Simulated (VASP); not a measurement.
# W (Im-3m) in VASP: further runs

The runs below take W through single point, with PBE.

Program: VASP 6.6.1. These are calculated values, not measurements. Logs are shortened: lines on timing, memory, paths and dates and some standing lists are left out, and cuts for length are marked.

**1. The cell of the first run**

The structure is cubic, space group Im-3m (No. 229). The conventional cell has a = 3.100 Å, b = 3.100 Å, c = 3.100 Å, α = 90.00°, β = 90.00°, γ = 90.00°. W (site symmetry m-3m) has 14 W at 2.68 to 3.10 Å within 3.5 Å.

**2. Single point, PBE**

The input, INCAR:

```
SYSTEM = W
PREC = Accurate
ENCUT = 520
EDIFF = 1E-6
ISMEAR = -1
SIGMA = 0.15
LREAL = .FALSE.
LASPH = .TRUE.
NELM = 100
ALGO = Normal
ISIF = 2
LWAVE = .FALSE.
LCHARG = .FALSE.
GGA = PE
NBANDS = 13
```

The input, KPOINTS:

```
regular mesh
0
G
  13 13 13
  0 0 0
```

The input, POSCAR:

```
W
1.0
   -1.5500431812      1.5500431812      1.5500431812
    1.5500431812     -1.5500431812      1.5500431812
    1.5500431812      1.5500431812     -1.5500431812
W
1
Direct
    0.0000000000      0.0000000000      0.0000000000
```

Potentials or basis: VASP PAW PBE potentials, release 64 (W_sv).

The run is started by

```
$ cat potpaw_PBE.64/W_sv/POTCAR > POTCAR
$ mpirun -np 1 vasp_std > vasp.out
```

OUTCAR:

```text
SYSTEM = W
   PREC = Accurate
   ENCUT = 520
   EDIFF = 1E-6
   ISMEAR = -1
   LREAL = .FALSE.
   LASPH = .TRUE.
   NELM = 100
   ISIF = 2
   GGA = PE

 ion  position               nearest neighbor table
   1  0.000  0.000  0.000-

  LATTYP: Found a body centered cubic cell.
 ALAT       =     3.1000863624

  Lattice vectors:

 A1 = (  -1.5500431812,   1.5500431812,   1.5500431812)
 A2 = (   1.5500431812,  -1.5500431812,   1.5500431812)
 A3 = (   1.5500431812,   1.5500431812,  -1.5500431812)

Analysis of symmetry for initial positions (statically):
=====================================================================
 Subroutine PRICEL returns:
 Original cell was already a primitive cell.

 Routine SETGRP: Setting up the symmetry group for a
 body centered cubic supercell.

 Subroutine GETGRP returns: Found 48 space group operations
 (whereof 48 operations were pure point group operations)
 out of a pool of 48 trial point group operations.

The static configuration has the point symmetry O_h .

Analysis of symmetry for dynamics (positions and initial velocities):
=====================================================================
 Subroutine PRICEL returns:
 Original cell was already a primitive cell.

 Routine SETGRP: Setting up the symmetry group for a
 body centered cubic supercell.

 Subroutine GETGRP returns: Found 48 space group operations
 (whereof 48 operations were pure point group operations)
 out of a pool of 48 trial point group operations.

The dynamic configuration has the point symmetry O_h .

 Subroutine INISYM returns: Found 48 space group operations
 (whereof 48 operations are pure point group operations),
 and found     1 'primitive' translations

----------------------------------------------------------------------------------------

                                     Primitive cell

  volume of cell :      14.8967

  direct lattice vectors                    reciprocal lattice vectors
    -1.550043181  1.550043181  1.550043181     0.000000000  0.322571659  0.322571659
     1.550043181 -1.550043181  1.550043181     0.322571659  0.000000000  0.322571659
     1.550043181  1.550043181 -1.550043181     0.322571659  0.322571659  0.000000000

  length of vectors
     2.684753544  2.684753544  2.684753544     0.456185215  0.456185215  0.456185215

  position of ions in fractional coordinates (direct lattice)
     0.000000000  0.000000000  0.000000000

  ion indices of the primitive-cell ions
   primitive index   ion index
                 1           1

----------------------------------------------------------------------------------------

 KPOINTS: regular mesh

Automatic generation of k-mesh.
 Grid dimensions read from file:
 generate k-points for:   13   13   13

 Generating k-lattice:

  Cartesian coordinates                     Fractional coordinates (reciprocal lattice)
     0.000000000  0.024813205  0.024813205     0.076923077  0.000000000  0.000000000
     0.024813205  0.000000000  0.024813205     0.000000000  0.076923077  0.000000000
     0.024813205  0.024813205  0.000000000     0.000000000  0.000000000  0.076923077

  Length of vectors
     0.035091170  0.035091170  0.035091170

  Shift w.r.t. Gamma in fractional coordinates (k-lattice)
     0.000000000  0.000000000  0.000000000

 Subroutine IBZKPT returns following result:
 ===========================================

 Found     84 irreducible k-points:

 Following reciprocal coordinates:
            Coordinates               Weight
  0.000000  0.000000  0.000000      1.000000
  0.076923  0.000000  0.000000     12.000000
  0.153846  0.000000  0.000000     12.000000
  0.230769  0.000000  0.000000     12.000000
  0.307692  0.000000  0.000000     12.000000
  0.384615  0.000000  0.000000     12.000000
[... 16 lines left out ...]
  0.153846  0.076923  0.076923     24.000000
  0.230769  0.076923  0.076923     24.000000
 [... further k-points ...]
   k-points           NKPTS =     84   k-points in BZ     NKDIM =     84   number of bands    NBANDS=     13
   number of dos      NEDOS =    301   number of ions     NIONS =      1
   total plane-waves  NPLWV =   8000
   dimension x,y,z NGX =    20 NGY =   20 NGZ =   20
   dimension x,y,z NGXF=    40 NGYF=   40 NGZF=   40
   ions per type =               1
   NGX,Y,Z   is equivalent  to a cutoff of  12.38, 12.38, 12.38 a.u.
   NGXF,Y,Z  is equivalent  to a cutoff of  24.77, 24.77, 24.77 a.u.
 SYSTEM =  W
   PREC   = accura    normal or accurate (medium, high low for compatibility)
   ISTART =      0    job   : 0-new  1-cont  2-samecut
   ICHARG =      2    charge: 1-file 2-atom 10-const
   ISPIN  =      1    spin polarized calculation?
   LNONCOLLINEAR =      F non collinear calculations
   LSORBIT =      F    spin-orbit coupling
   LASPH  =      T    aspherical Exc in radial PAW
   ENCUT  =  520.0 eV  38.22 Ry    6.18 a.u.   4.99  4.99  4.99*2*pi/ulx,y,z
   NELM   =    100;   NELMIN=  2; NELMDL= -5     # of ELM steps
   EDIFF  = 0.1E-05   stopping-criterion for ELM
   LREAL  =      F    real-space projection
   EDIFFG = 0.1E-04   stopping-criterion for IOM
   NSW    =      0    number of steps for IOM
   IBRION =     -1    ionic relax: 0-MD 1-quasi-New 2-CG
   NFREE  =      0    steps in history (QN), initial steepest desc. (CG)
   ISIF   =      2    stress and relaxation
   ISYM   =      2    0-nonsym 1-usesym 2-fastsym
   POTIM  = 0.5000    time-step for ionic-motion
   TEBEG  =    0.0;   TEEND  =   0.0 temperature during run
   PSTRESS=    0.0 pullay stress
   NELECT =      14.0000    total number of electrons
   NUPDOWN=      -1.0000    fix difference up-down
   EMIN   =  10.00;   EMAX   =-10.00  energy-range for DOS
   EFERMI =   0.00;   METHOD = LEGACY
   ISMEAR =    -1;   SIGMA  =   0.15  broadening in eV -4-tet -1-fermi 0-gaus
   EFERMI_NEDOS =   21; number of points for ismear=-14 and -15
   IALGO  =     38    algorithm
   IMIX   =      4    mixing-type and parameters
     AMIX     =   0.40;   BMIX     =  1.00
     AMIX_MAG =   1.60;   BMIX_MAG =  1.00
  volume/ion in A,a.u.               =      14.90       100.53
  Fermi-wavevector in a.u.,A,eV,Ry     =   1.603567  3.030302 34.986380  2.571426
  Thomas-Fermi vector in A             =   2.700209
   LORBIT       =      0    0 simple, 1 ext, 2 COOP (PROOUT), +10 PAW based schemes
   GGA     = PE    functional components
   LHFCALC =     F    Hartree Fock is set to
   AEXX    =    0.0000 exact exchange contribution
   IVDW    =     0    specifies the selected vdW correction
   LEPSILON=     F    determine dielectric tensor
   LRPA    =     F    only Hartree local field effects (RPA)
 non-spin polarized calculation
  energy-cutoff  :      520.00
  volume of cell :       14.90
 maximum number of plane-waves:       415
   NGX =  9   NGY =  9   NGZ =  9

 number of electron      13.9999999 magnetization

 Free energy of the ion-electron system (eV)
  ---------------------------------------------------
  ext. energy  EPLUGINS =         0.00000000
  ---------------------------------------------------
  free energy    TOTEN  =       -12.87125451 eV

  energy without entropy =      -12.84436867  energy(sigma->0) =      -12.85781159

 E-fermi :  12.3852     XC(G=0): -13.9964

 val. band max:       12.2394680224   @ k =  -0.3077   0.3077   0.2308
 cond. band min:      12.4259558225   @ k =  -0.4615   0.4615   0.2308
 fundamental gap:      0.1864878002
 Fermi energy:        12.3851745700

 k-point     1 :       0.0000    0.0000    0.0000
  band No.  band energies     occupation
      1     -61.7418      2.00000
      2     -25.1998      2.00000
      3     -25.1998      2.00000
      4     -25.1998      2.00000
      5       2.3893      2.00000
      6      11.0266      1.99977
      7      11.0266      1.99977
      8      11.0266      1.99977
      9      14.7755      0.00000
     10      14.7755      0.00000
     11      27.0186      0.00000
     12      27.0186      0.00000
     13      27.0186      0.00000

 k-point     2 :       0.0769    0.0000    0.0000
  band No.  band energies     occupation
      1     -61.7318      2.00000
      2     -25.2987      2.00000
      3     -25.2301      2.00000
      4     -25.2004      2.00000
      5       2.6973      2.00000
      6      10.8364      1.99993
      7      10.9783      1.99983
      8      11.3268      1.99828
      9      14.4770      0.00000
     10      14.7760      0.00000
     11      27.2857      0.00000
     12      27.5395      0.00000
     13      27.7984      0.00000

 k-point     3 :       0.1538    0.0000    0.0000
  band No.  band energies     occupation
      1     -61.7040      2.00000
      2     -25.5665      2.00000
      3     -25.3132      2.00000
      4     -25.2023      2.00000
      5       3.5446      2.00000
      6      10.3492      2.00000
      7      10.7486      1.99996
      8      12.2083      1.52959
      9      14.0401      0.00003
     10      14.8072      0.00000
     11      27.8290      0.00000
     12      29.0133      0.00000
     13      29.4944      0.00000
[... 305 lines left out ...]
 k-point    23 :       0.1538    0.0769    0.0769
  band No.  band energies     occupation
      1     -61.6522      2.00000
      2     -26.0477      2.00000
      3     -25.3932      2.00000
      4     -25.2792      2.00000
      5       5.1814      2.00000
      6       9.5334      2.00000
      7       9.7309      2.00000
      8      14.3283      0.00000
      9      14.7984      0.00000
     10      14.8687      0.00000
     11      28.4816      0.00000
     12      29.8612      0.00000
     13      30.0134      0.00000

 k-point    24 :       0.2308    0.0769    0.0769
  band No.  band energies     occupation
      1     -61.6142      2.00000
      2     -26.3333      2.00000
      3     -25.5478      2.00000
      4     -25.2893      2.00000
      5       6.1245      2.00000
      6       9.0244      2.00000
      7       9.8314      2.00000
      8      14.5432      0.00000
      9      15.2370      0.00000
     10      16.7263      0.00000
     11      27.1244      0.00000
     12      28.0069      0.00000
     13      31.9163      0.00000

 [... further k-points ...]

------------------------ aborting loop because EDIFF is reached ----------------------------------------

  FORCE on cell =-STRESS in cart. coord.  units (eV):
  Direction    XX          YY          ZZ          XY          YZ          ZX
  --------------------------------------------------------------------------------------
  -------------------------------------------------------------------------------------
  Total        2.7327236      2.7327236      2.7327236      0.0000000      0.0000000      0.0000000
  in kB      293.9103728    293.9103728    293.9103728      0.0000000      0.0000000      0.0000000
  external PRESSURE =     293.9103728 kB  Pullay stress =       0.0000000 kB

 VOLUME and BASIS-vectors are now :
 -----------------------------------------------------------------------------
  energy-cutoff  :      520.00
  volume of cell :       14.90
      direct lattice vectors                 reciprocal lattice vectors
    -1.550043181  1.550043181  1.550043181     0.000000000  0.322571659  0.322571659
     1.550043181 -1.550043181  1.550043181     0.322571659  0.000000000  0.322571659
     1.550043181  1.550043181 -1.550043181     0.322571659  0.322571659  0.000000000

 POSITION                                       TOTAL-FORCE (eV/Angst)
 -----------------------------------------------------------------------------------
      0.00000      0.00000      0.00000         0.000000      0.000000     -0.000000
 -----------------------------------------------------------------------------------
    total drift:                                0.000000     -0.000000      0.000000

  FREE ENERGIE OF THE ION-ELECTRON SYSTEM (eV)
  ---------------------------------------------------
  free  energy   TOTEN  =       -12.8712545139 eV

  energy  without entropy=      -12.8443686717  energy(sigma->0) =      -12.85781159
```

It took 17 s on 1 thread of AMD EPYC 7R43 (Zen 3), shared host; peak memory 0.1 GiB.

Results:

* Free energy: -12.8713 eV
* Pressure: 29.4 GPa
* Band gap on the k mesh: zero (band 7 reaches 17.27 eV, above the bottom of band 8 at 11.03 eV)

Caveat: spin-orbit coupling is left out, which moves the levels of the heavy elements.

**3. Single point, PBE**

This run uses another cell than the first one, of 15.21 Å³/atom, 1.021 times its volume.

The input, INCAR:

```
PREC = Accurate ; ENCUT = 520
EDIFF = 1E-6 ; ISMEAR = -1
SIGMA = 0.15 ; LREAL = False
LASPH = True ; NELM = 80
ALGO = Normal ; ISIF = 2
LWAVE = False ; LCHARG = True
GGA = PE ; LELF = True
LVHAR = True ; NBANDS = 13
```

The input, KPOINTS:

```
Automatic mesh
0
Gamma
  13 13 13
```

The input, POSCAR:

```
W
1.0
   -1.5609593379      1.5609593379      1.5609593379
    1.5609593379     -1.5609593379      1.5609593379
    1.5609593379      1.5609593379     -1.5609593379
W
1
Direct
    0.0000000000      0.0000000000      0.0000000000
```

Potentials or basis: VASP PAW PBE potentials, release 64 (W_sv).

The run is started by

```
$ cat potpaw_PBE.64/W_sv/POTCAR > POTCAR
$ mpirun -np 1 vasp_std > vasp.out
```

OUTCAR:

```text
PREC = Accurate
   ENCUT = 520
   EDIFF = 1E-6
   ISMEAR = -1
   LREAL = False
   LASPH = True
   NELM = 80
   ISIF = 2
   GGA = PE

 ion  position               nearest neighbor table
   1  0.000  0.000  0.000-

  LATTYP: Found a body centered cubic cell.
 ALAT       =     3.1219186758

  Lattice vectors:

 A1 = (  -1.5609593379,   1.5609593379,   1.5609593379)
 A2 = (   1.5609593379,  -1.5609593379,   1.5609593379)
 A3 = (   1.5609593379,   1.5609593379,  -1.5609593379)

Analysis of symmetry for initial positions (statically):
=====================================================================
 Subroutine PRICEL returns:
 Original cell was already a primitive cell.

 Routine SETGRP: Setting up the symmetry group for a
 body centered cubic supercell.

 Subroutine GETGRP returns: Found 48 space group operations
 (whereof 48 operations were pure point group operations)
 out of a pool of 48 trial point group operations.

The static configuration has the point symmetry O_h .

[... 164 lines left out ...]
 k-point     1 :       0.0000    0.0000    0.0000
  band No.  band energies     occupation
      1     -62.0821      2.00000
      2     -25.5782      2.00000
      3     -25.5782      2.00000
      4     -25.5782      2.00000
      5       2.1855      2.00000
      6      10.7485      1.99968
      7      10.7485      1.99968
      8      10.7485      1.99968
      9      14.4086      0.00000
     10      14.4086      0.00000
     11      26.6563      0.00000
     12      26.6563      0.00000
     13      26.6563      0.00000
[... 354 lines left out ...]
  band No.  band energies     occupation
      1     -61.9659      2.00000
      2     -26.6363      2.00000
      3     -25.9033      2.00000
      4     -25.6610      2.00000
      5       5.8768      2.00000
      6       8.8002      2.00000
      7       9.5575      2.00000
      8      14.1758      0.00000
      9      14.8520      0.00000
     10      16.2829      0.00000
     11      26.6681      0.00000
     12      27.3674      0.00000
     13      31.2856      0.00000

 [... further k-points ...]

------------------------ aborting loop because EDIFF is reached ----------------------------------------

  FORCE on cell =-STRESS in cart. coord.  units (eV):
  Direction    XX          YY          ZZ          XY          YZ          ZX
  --------------------------------------------------------------------------------------
  -------------------------------------------------------------------------------------
  Total        1.9757739      1.9757739      1.9757739      0.0000000      0.0000000      0.0000000
  in kB      208.0717196    208.0717196    208.0717196      0.0000000      0.0000000      0.0000000
  external PRESSURE =     208.0717196 kB  Pullay stress =       0.0000000 kB

 VOLUME and BASIS-vectors are now :
 -----------------------------------------------------------------------------
  energy-cutoff  :      520.00
  volume of cell :       15.21
      direct lattice vectors                 reciprocal lattice vectors
    -1.560959338  1.560959338  1.560959338     0.000000000  0.320315839  0.320315839
     1.560959338 -1.560959338  1.560959338     0.320315839  0.000000000  0.320315839
     1.560959338  1.560959338 -1.560959338     0.320315839  0.320315839  0.000000000

 POSITION                                       TOTAL-FORCE (eV/Angst)
 -----------------------------------------------------------------------------------
      0.00000      0.00000      0.00000         0.000000      0.000000      0.000000
 -----------------------------------------------------------------------------------
    total drift:                                0.000000     -0.000000      0.000000

  FREE ENERGIE OF THE ION-ELECTRON SYSTEM (eV)
  ---------------------------------------------------
  free  energy   TOTEN  =       -12.9209753968 eV

  energy  without entropy=      -12.8939712133  energy(sigma->0) =      -12.90747331
```

OSZICAR:

```text
N       E                     dE             d eps       ncg     rms          rms(c)
DAV:   1     0.859856524051E+02    0.85986E+02   -0.75149E+03  2197   0.123E+03
DAV:   2    -0.118772000117E+02   -0.97863E+02   -0.94062E+02  2449   0.322E+02
DAV:   3    -0.134959421429E+02   -0.16187E+01   -0.16144E+01  2379   0.401E+01
DAV:   4    -0.135021984780E+02   -0.62563E-02   -0.62562E-02  2414   0.276E+00
DAV:   5    -0.135022485098E+02   -0.50032E-04   -0.50031E-04  2464   0.229E-01    0.226E+01
DAV:   6    -0.130499590177E+02    0.45229E+00   -0.36004E-01  2299   0.818E+00    0.946E+00
DAV:   7    -0.129249993404E+02    0.12496E+00   -0.20223E-01  2419   0.585E+00    0.549E-01
DAV:   8    -0.129209685408E+02    0.40308E-02   -0.42467E-03  2224   0.859E-01    0.616E-02
DAV:   9    -0.129209815611E+02   -0.13020E-04   -0.57458E-05  2504   0.943E-02    0.521E-02
DAV:  10    -0.129209750291E+02    0.65320E-05   -0.14253E-05  2379   0.539E-02    0.316E-03
DAV:  11    -0.129209753968E+02   -0.36763E-06   -0.22162E-07  1467   0.570E-03
   1 F= -.12920975E+02 E0= -.12907473E+02  d E =-.270042E-01
```

stdout:

```text
POSCAR found type information on POSCAR W
 POSCAR found :  1 types and       1 ions
 scaLAPACK will be used
 LDA part: xc-table for (Slater+PW92), standard interpolation
 POSCAR, INCAR and KPOINTS ok, starting setup
 FFT: planning ... GRIDC
 FFT: planning ... GRID_SOFT
 FFT: planning ... GRID
 WAVECAR not read
 entering main loop
```

Wall time 20 s (1 thread of AMD EPYC 7R43 (Zen 3), shared host); peak memory 0.1 GiB.

What came out:

- Free energy: -12.9210 eV
- Pressure: 20.8 GPa
- Band gap on the k mesh: zero (band 7 reaches 16.82 eV, above the bottom of band 8 at 10.75 eV)

Levels at points of the mesh, in eV from the Fermi level:
```csv
k point,band 3,band 4,band 5,band 6,band 7,band 8,band 9,band 10,band 11,band 12
"(0.00, 0.00, 0.00)",-37.64,-37.64,-9.88,-1.31,-1.31,-1.31,2.35,2.35,14.60,14.60
```

Caveat: spin-orbit coupling is left out, which moves the levels of the heavy elements.
